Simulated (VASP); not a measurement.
# Tl (P6_3/mmc) in VASP: a series of runs

Runs on Tl. Level: r2SCAN. Tasks: single point.

Program: VASP 6.6.1. These are calculated values, not measurements. Logs are shortened: lines on timing, memory, paths and dates and some standing lists are left out, and cuts for length are marked.

**1. The cell of the first run**

The structure is hexagonal, space group P6_3/mmc (No. 194). Conventional cell: a = 3.498 Å, b = 3.498 Å, c = 11.298 Å, α = 90.00°, β = 90.00°, γ = 120.00°. Within 4.6 Å of Tl (site symmetry -3m) lie 12 Tl at 3.47 to 3.50 Å. Tl (site symmetry -6m2) has 12 Tl at 3.47 to 3.50 Å within 4.6 Å.

**2. Single point, r2SCAN (29.92 Å³/atom)**

The input, POSCAR:

```
Tl
1.0
    3.4975468070      0.0000000000      0.0000000000
   -1.7487734035      3.0289643858      0.0000000000
    0.0000000000      0.0000000000     11.2981890722
Tl
4
Direct
    1.0000000000      0.0000000000      0.0000000000
    1.0000000000      0.0000000000      0.5000000000
    0.3333333333      0.6666666667      0.2500000000
    0.6666666667      0.3333333333      0.7500000000
```

The input, INCAR.step1:

```
PREC = Accurate
ENCUT = 520
ISMEAR = -1
SIGMA = 0.1
LREAL = F
LASPH = T
NELM = 80
NBANDS = 34
GGA = PE
ALGO = Normal
EDIFF = 1E-4
LWAVE = T
LCHARG = F
```

The input, INCAR.step2:

```
PREC = Accurate
ENCUT = 520
EDIFF = 1E-6
ISMEAR = -1
SIGMA = 0.1
LREAL = F
LASPH = T
NELM = 80
ALGO = Normal
ISIF = 2
LWAVE = F
LCHARG = F
METAGGA = R2SCAN
LMIXTAU = T
NBANDS = 34
ISTART = 1
```

The input, KPOINTS:

```
regular mesh
0
Gamma
  12 12 4
```

Potentials or basis: VASP PAW PBE potentials, release 64 (Tl_d).

The run is started by

```bash
$ cat potpaw_PBE.64/Tl_d/POTCAR > POTCAR
$ cp INCAR.step1 INCAR
$ mpirun -np 1 vasp_std > vasp.out
$ cp INCAR.step2 INCAR
$ mpirun -np 1 vasp_std > vasp.out
```

OUTCAR:

```text
PREC = Accurate
   ENCUT = 520
   EDIFF = 1E-6
   ISMEAR = -1
   LREAL = F
   LASPH = T
   NELM = 80
   ISIF = 2
   METAGGA = R2SCAN
   ISTART = 1

 ion  position               nearest neighbor table
   1  0.000  0.000  0.000-   3 3.47   4 3.47   4 3.47   3 3.47   4 3.47   3 3.47
   2  0.000  0.000  0.500-   3 3.47   4 3.47   4 3.47   3 3.47   4 3.47   3 3.47
   3  0.333  0.667  0.250-   1 3.47   2 3.47   1 3.47   2 3.47   1 3.47   2 3.47
   4  0.667  0.333  0.750-   1 3.47   2 3.47   1 3.47   2 3.47   1 3.47   2 3.47

  LATTYP: Found a hexagonal cell.
 ALAT       =     3.4975468070
 C/A-ratio  =     3.2303181903

  Lattice vectors:

 A1 = (   3.4975468070,   0.0000000000,   0.0000000000)
 A2 = (  -1.7487734035,   3.0289643858,   0.0000000000)
 A3 = (   0.0000000000,   0.0000000000,  11.2981890722)

Analysis of symmetry for initial positions (statically):
=====================================================================
 Subroutine PRICEL returns:
 Original cell was already a primitive cell.

 Routine SETGRP: Setting up the symmetry group for a
 hexagonal supercell.

 Subroutine GETGRP returns: Found 24 space group operations
 (whereof 12 operations were pure point group operations)
 out of a pool of 24 trial point group operations.

The static configuration has the point symmetry D_3d.
 The point group associated with its full space group is D_6h.

Analysis of symmetry for dynamics (positions and initial velocities):
=====================================================================
 Subroutine PRICEL returns:
 Original cell was already a primitive cell.

 Routine SETGRP: Setting up the symmetry group for a
 hexagonal supercell.

 Subroutine GETGRP returns: Found 24 space group operations
 (whereof 12 operations were pure point group operations)
 out of a pool of 24 trial point group operations.

The dynamic configuration has the point symmetry D_3d.
 The point group associated with its full space group is D_6h.

 Subroutine INISYM returns: Found 24 space group operations
 (whereof 12 operations are pure point group operations),
 and found     1 'primitive' translations

----------------------------------------------------------------------------------------

                                     Primitive cell

  volume of cell :     119.6924

  direct lattice vectors                    reciprocal lattice vectors
     3.497546807  0.000000000  0.000000000     0.285914687  0.165072921  0.000000000
    -1.748773403  3.028964386  0.000000000     0.000000000  0.330145843  0.000000000
     0.000000000  0.000000000 11.298189072     0.000000000  0.000000000  0.088509760

  length of vectors
     3.497546807  3.497546807 11.298189072     0.330145843  0.330145843  0.088509760

  position of ions in fractional coordinates (direct lattice)
     0.000000000  0.000000000  0.000000000
     0.000000000  0.000000000  0.500000000
     0.333333333  0.666666667  0.250000000
     0.666666667  0.333333333  0.750000000

  ion indices of the primitive-cell ions
   primitive index   ion index
                 1           1
                 2           2
                 3           3
                 4           4

----------------------------------------------------------------------------------------

 KPOINTS: regular mesh

Automatic generation of k-mesh.
 Grid dimensions read from file:
 generate k-points for:   12   12    4

 Generating k-lattice:

  Cartesian coordinates                     Fractional coordinates (reciprocal lattice)
     0.023826224  0.013756077  0.000000000     0.083333333  0.000000000  0.000000000
     0.000000000  0.027512154  0.000000000     0.000000000  0.083333333  0.000000000
     0.000000000  0.000000000  0.022127440     0.000000000  0.000000000  0.250000000

  Length of vectors
     0.027512154  0.027512154  0.022127440

  Shift w.r.t. Gamma in fractional coordinates (k-lattice)
     0.000000000  0.000000000  0.000000000

 Subroutine IBZKPT returns following result:
 ===========================================

 Found     57 irreducible k-points:

 Following reciprocal coordinates:
            Coordinates               Weight
  0.000000  0.000000  0.000000      1.000000
  0.083333  0.000000  0.000000      6.000000
  0.166667  0.000000  0.000000      6.000000
  0.250000  0.000000  0.000000      6.000000
  0.333333  0.000000  0.000000      6.000000
  0.416667 -0.000000  0.000000      6.000000
[... 16 lines left out ...]
  0.250000  0.000000  0.250000     12.000000
  0.333333  0.000000  0.250000     12.000000
 [... further k-points ...]
   k-points           NKPTS =     57   k-points in BZ     NKDIM =     57   number of bands    NBANDS=     34
   number of dos      NEDOS =    301   number of ions     NIONS =      4
   total plane-waves  NPLWV =  65856
   dimension x,y,z NGX =    28 NGY =   28 NGZ =   84
   dimension x,y,z NGXF=    56 NGYF=   56 NGZF=  168
   ions per type =               4
   NGX,Y,Z   is equivalent  to a cutoff of  13.31, 13.31, 12.36 a.u.
   NGXF,Y,Z  is equivalent  to a cutoff of  26.62, 26.62, 24.72 a.u.
 SYSTEM =  unknown system
   PREC   = accura    normal or accurate (medium, high low for compatibility)
   ISTART =      1    job   : 0-new  1-cont  2-samecut
   ICHARG =      0    charge: 1-file 2-atom 10-const
   ISPIN  =      1    spin polarized calculation?
   LNONCOLLINEAR =      F non collinear calculations
   LSORBIT =      F    spin-orbit coupling
   LASPH  =      T    aspherical Exc in radial PAW
   ENCUT  =  520.0 eV  38.22 Ry    6.18 a.u.   6.50  6.50 21.01*2*pi/ulx,y,z
   NELM   =     80;   NELMIN=  2; NELMDL=  0     # of ELM steps
   EDIFF  = 0.1E-05   stopping-criterion for ELM
   LREAL  =      F    real-space projection
   EDIFFG = 0.1E-04   stopping-criterion for IOM
   NSW    =      0    number of steps for IOM
   IBRION =     -1    ionic relax: 0-MD 1-quasi-New 2-CG
   NFREE  =      0    steps in history (QN), initial steepest desc. (CG)
   ISIF   =      2    stress and relaxation
   ISYM   =      2    0-nonsym 1-usesym 2-fastsym
   POTIM  = 0.5000    time-step for ionic-motion
   TEBEG  =    0.0;   TEEND  =   0.0 temperature during run
   PSTRESS=    0.0 pullay stress
   NELECT =      52.0000    total number of electrons
   NUPDOWN=      -1.0000    fix difference up-down
   EMIN   =  10.00;   EMAX   =-10.00  energy-range for DOS
   EFERMI =   0.00;   METHOD = LEGACY
   ISMEAR =    -1;   SIGMA  =   0.10  broadening in eV -4-tet -1-fermi 0-gaus
   EFERMI_NEDOS =   21; number of points for ismear=-14 and -15
   IALGO  =     38    algorithm
   IMIX   =      4    mixing-type and parameters
     AMIX     =   0.40;   BMIX     =  1.00
     AMIX_MAG =   1.60;   BMIX_MAG =  1.00
  volume/ion in A,a.u.               =      29.92       201.93
  Fermi-wavevector in a.u.,A,eV,Ry     =   1.239901  2.343074 20.916986  1.537355
  Thomas-Fermi vector in A             =   2.374365
   LORBIT       =      0    0 simple, 1 ext, 2 COOP (PROOUT), +10 PAW based schemes
   METAGGA = R2SCAN    functional components
   LHFCALC =     F    Hartree Fock is set to
   AEXX    =    0.0000 exact exchange contribution
   IVDW    =     0    specifies the selected vdW correction
   LEPSILON=     F    determine dielectric tensor
   LRPA    =     F    only Hartree local field effects (RPA)
 non-spin polarized calculation
  energy-cutoff  :      520.00
  volume of cell :      119.69
 maximum number of plane-waves:      3283
 NGX is ok and might be reduce to    28
   NGX = 13   NGY = 13   NGZ = 43

 number of electron      52.0000011 magnetization

 Free energy of the ion-electron system (eV)
  ---------------------------------------------------
  ext. energy  EPLUGINS =         0.00000000
  ---------------------------------------------------
  free energy    TOTEN  =      -212.66795207 eV

  energy without entropy =     -212.58657302  energy(sigma->0) =     -212.62726255

 E-fermi :   6.0856     XC(G=0): -10.5724

 val. band max:        6.0388465807   @ k =   0.2500   0.1667   0.0000
 cond. band min:       6.0996221433   @ k =   0.4167   0.1667   0.2500
 fundamental gap:      0.0607755626
 Fermi energy:         6.0856432539

 k-point     1 :       0.0000    0.0000    0.0000
  band No.  band energies     occupation
      1      -6.2105      2.00000
      2      -6.1087      2.00000
      3      -6.0915      2.00000
      4      -6.0511      2.00000
      5      -6.0511      2.00000
      6      -6.0306      2.00000
[... 26 lines left out ...]
     33      15.0705      0.00000
     34      16.1627      0.00000

 k-point     2 :       0.0833    0.0000    0.0000
  band No.  band energies     occupation
      1      -6.1878      2.00000
      2      -6.0965      2.00000
      3      -6.0936      2.00000
      4      -6.0548      2.00000
      5      -6.0376      2.00000
      6      -6.0302      2.00000
[... 26 lines left out ...]
     33      14.7072      0.00000
     34      15.2494      0.00000

 k-point     3 :       0.1667    0.0000    0.0000
  band No.  band energies     occupation
      1      -6.1719      2.00000
      2      -6.1119      2.00000
      3      -6.1091      2.00000
      4      -6.0410      2.00000
      5      -6.0351      2.00000
      6      -6.0171      2.00000
[... 26 lines left out ...]
     33      13.8827      0.00000
     34      13.9030      0.00000
[... 704 lines left out ...]
 k-point    23 :       0.2500    0.0000    0.2500
  band No.  band energies     occupation
      1      -6.2191      2.00000
      2      -6.1774      2.00000
      3      -6.1207      2.00000
      4      -6.0712      2.00000
      5      -6.0522      2.00000
      6      -5.9982      2.00000
[... 26 lines left out ...]
     33      12.4137      0.00000
     34      13.7953      0.00000

 k-point    24 :       0.3333    0.0000    0.2500
  band No.  band energies     occupation
      1      -6.2777      2.00000
      2      -6.2215      2.00000
      3      -6.1684      2.00000
      4      -6.1410      2.00000
      5      -6.1063      2.00000
      6      -6.0443      2.00000
[... 26 lines left out ...]
     33      12.2092      0.00000
     34      13.0980      0.00000

 [... further k-points ...]

------------------------ aborting loop because EDIFF is reached ----------------------------------------

  FORCE on cell =-STRESS in cart. coord.  units (eV):
  Direction    XX          YY          ZZ          XY          YZ          ZX
  --------------------------------------------------------------------------------------
  -------------------------------------------------------------------------------------
  Total       -0.0103256     -0.0103256     -0.0104162      0.0000000      0.0000000      0.0000000
  in kB       -0.1382163     -0.1382163     -0.1394286      0.0000000      0.0000000      0.0000000
  external PRESSURE =      -0.1386204 kB  Pullay stress =       0.0000000 kB

 VOLUME and BASIS-vectors are now :
 -----------------------------------------------------------------------------
  energy-cutoff  :      520.00
  volume of cell :      119.69
      direct lattice vectors                 reciprocal lattice vectors
     3.497546807  0.000000000  0.000000000     0.285914687  0.165072921  0.000000000
    -1.748773403  3.028964386  0.000000000     0.000000000  0.330145843  0.000000000
     0.000000000  0.000000000 11.298189072     0.000000000  0.000000000  0.088509760

 POSITION                                       TOTAL-FORCE (eV/Angst)
 -----------------------------------------------------------------------------------
      0.00000      0.00000      0.00000        -0.000000      0.000000      0.000000
      0.00000      0.00000      5.64909        -0.000000      0.000000      0.000000
     -0.00000      2.01931      2.82455        -0.000000      0.000000      0.000000
      1.74877      1.00965      8.47364         0.000000      0.000000     -0.000000
 -----------------------------------------------------------------------------------
    total drift:                                0.000000     -0.000000      0.000000

  FREE ENERGIE OF THE ION-ELECTRON SYSTEM (eV)
  ---------------------------------------------------
  free  energy   TOTEN  =      -212.6679520712 eV

  energy  without entropy=     -212.5865730223  energy(sigma->0) =     -212.62726255
```

Run time: 5.2 min. Hardware: 1 thread of Intel Xeon 6975P-C (Granite Rapids), shared host; peak memory 0.36 GiB.

What came out:

```
Free energy            : -212.6680 eV
Pressure               : 0.0 GPa
Band gap on the k mesh : zero (bands 26 and 27 overlap by 4.40 eV)
```

Caveat: the PAW data sets were made with another functional, which shifts forces and pressure a little; spin-orbit coupling is left out, which moves the levels of the heavy elements.

**3. Single point, r2SCAN (31.12 Å³/atom)**

This run uses another cell than the first one, of 31.12 Å³/atom.

The input, POSCAR:

```
Tl
1.0
    3.5435724378      0.0000000000      0.0000000000
   -1.7717862189      3.0688237513      0.0000000000
    0.0000000000      0.0000000000     11.4468665047
Tl
4
Direct
    1.0000000000      0.0000000000      0.0000000000
    1.0000000000      0.0000000000      0.5000000000
    0.3333333333      0.6666666667      0.2500000000
    0.6666666667      0.3333333333      0.7500000000
```

The input, INCAR.step1:

```
PREC = Accurate ; ENCUT = 520
ISMEAR = -1 ; SIGMA = 0.1
LREAL = F ; LASPH = T
NELM = 100 ; NBANDS = 34
GGA = PE ; ALGO = Normal
EDIFF = 1E-4 ; LWAVE = T
LCHARG = F
```

The input, INCAR.step2:

```
PREC = Accurate ; ENCUT = 520
EDIFF = 1E-6 ; ISMEAR = -1
SIGMA = 0.1 ; LREAL = F
LASPH = T ; NELM = 100
ALGO = Normal ; ISIF = 2
LWAVE = F ; LCHARG = F
METAGGA = R2SCAN ; LMIXTAU = T
NBANDS = 34 ; ISTART = 1
```

KPOINTS is that of step 2.

Potentials or basis: VASP PAW PBE potentials, release 64 (Tl_d).

The run is started by

```bash
$ cat potpaw_PBE.64/Tl_d/POTCAR > POTCAR
$ cp INCAR.step1 INCAR
$ mpirun -np 1 vasp_std > vasp.out
$ cp INCAR.step2 INCAR
$ mpirun -np 1 vasp_std > vasp.out
```

Run time: 6.4 min. Hardware: 1 thread of Intel Xeon 6975P-C (Granite Rapids), shared host; peak memory 0.38 GiB.

It converged, with:

| Item | Value |
| --- | --- |
| Free energy | -212.6533 eV |
| Pressure | -1.1 GPa |
| Band gap on the k mesh | zero (bands 26 and 27 overlap by 4.18 eV) |

Levels at points of the mesh, in eV from the Fermi level:
| k point | band 23 | band 24 | band 25 | band 26 | band 27 | band 28 | band 29 | band 30 |
| --- | --- | --- | --- | --- | --- | --- | --- | --- |
| (0.00, 0.00, 0.00) | -8.56 | -5.53 | -2.60 | 3.05 | 3.06 | 7.75 | 7.75 | 8.66 |
| (0.50, 0.00, 0.00) | -5.04 | -4.35 | -2.43 | -2.12 | -0.33 | 0.15 | 1.90 | 2.85 |
| (0.00, 0.00, 0.50) | -6.93 | -6.93 | -0.54 | -0.54 | 7.15 | 7.15 | 8.00 | 8.00 |
| (0.50, 0.00, 0.50) | -4.76 | -4.76 | -1.69 | -1.69 | -1.00 | -1.00 | 3.43 | 3.43 |

Caveat: the PAW data sets were made with another functional, which shifts forces and pressure a little; spin-orbit coupling is left out, which moves the levels of the heavy elements.
